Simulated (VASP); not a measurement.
## HgTe: single point with PBEsol

The system is HgTe.

```
Hg Te
1.0
     2.97243   -3.44366    0.00000
     2.97243    3.44366    0.00000
     0.00000    0.00000    5.75924
Hg Te
2 2
Direct
  0.65695 0.34305 0.25000
  0.34305 0.65695 0.75000
  0.21519 0.78481 0.25000
  0.78481 0.21519 0.75000
```

```json
{
 "Program": "VASP 6.6.1",
 "Task": "single point",
 "Functional": "PBEsol",
 "Potentials or basis": "VASP PAW PBE potentials, release 64 (Hg, Te)",
 "Cutoff": "520 eV",
 "k mesh": "6 × 6 × 5",
 "Occupations": "fermi-dirac, width 0.05 eV",
 "Spin": "no spin polarisation",
 "Dipole correction": "no",
 "Further INCAR settings": "ALGO = Normal; EDIFF = 1e-06; NBANDS = 26"
}
```

```json
{
 "Pressure": "-2.5 GPa",
 "Largest force": "0.135 eV/Å",
 "Band gap on the k mesh": "zero (band 18 reaches 4.29 eV, above the bottom of band 19 at 2.15 eV)"
}
```

Forces in eV/Å, atoms in the order of the input:
```
Hg   0.000 -0.019  0.000
Hg   0.000  0.019  0.000
Te   0.000 -0.135  0.000
Te   0.000  0.135  0.000
```

Stress tensor (GPa, compression positive):
```
-2.60  0.00  0.00
 0.00 -2.23  0.00
 0.00  0.00 -2.68
```

Levels at points of the mesh, in eV from the Fermi level:
```csv
k point,band 14,band 15,band 16,band 17,band 18,band 19,band 20,band 21,band 22,band 23
"(0.00, 0.00, 0.00)",-2.62,-2.55,-2.51,-0.96,-0.37,-0.32,-0.02,4.11,5.21,6.26
"(0.50, 0.00, 0.00)",-3.77,-2.41,-1.88,-0.77,-0.47,1.50,2.55,2.99,4.56,5.13
"(0.50, 0.50, 0.00)",-4.08,-2.04,-1.88,-1.77,-1.75,-1.71,-1.38,3.26,5.28,7.11
```

It took 80 s on 1 thread of Intel Xeon 6975P-C (shared host), peak memory 0.3 GiB.

Caveat: the PAW data sets were made with another functional, which shifts forces and pressure a little; spin-orbit coupling is left out, which moves the levels of the heavy elements.
